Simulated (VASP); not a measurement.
A run of VASP 6.6.1:

File INCAR:

```
SYSTEM = K
PREC = Accurate
ENCUT = 520
EDIFF = 1E-7
ISMEAR = 0
SIGMA = 0.1
LREAL = .False.
LASPH = .True.
NELM = 100
ALGO = Fast
ISIF = 2
LWAVE = .False.
LCHARG = .False.
GGA = PE
NBANDS = 20
```

KPOINTS

```
Automatic mesh
0
Gamma
  9 9 8
  0 0 0
```

Contents of POSCAR:

```
K
1.0
    7.5046181052      0.0000000000      0.0000000000
   -3.7523090526      6.4991899248      0.0000000000
    0.0000000000      0.0000000000      4.5408193543
K
3
Direct
    0.3333333333      0.6666666667      0.5000000000
    0.0000000000      0.0000000000      0.0000000000
    0.6666666667      0.3333333333      0.5000000000
```

Potentials or basis: VASP PAW PBE potentials, release 64 (K_sv).

Launch:

```console
$ cat potpaw_PBE.64/K_sv/POTCAR > POTCAR
$ mpirun -np 1 vasp_std > vasp.out
```

Hardware: 1 thread of Intel(R) Xeon(R) 6975P-C (Granite Rapids), on a shared host.

Estimate the wall time of this run.

Wall time 2.9 min on 1 thread of Intel(R) Xeon(R) 6975P-C (Granite Rapids) (shared host), peak memory 0.44 GiB. Counts: scf iterations 18, k points 60.
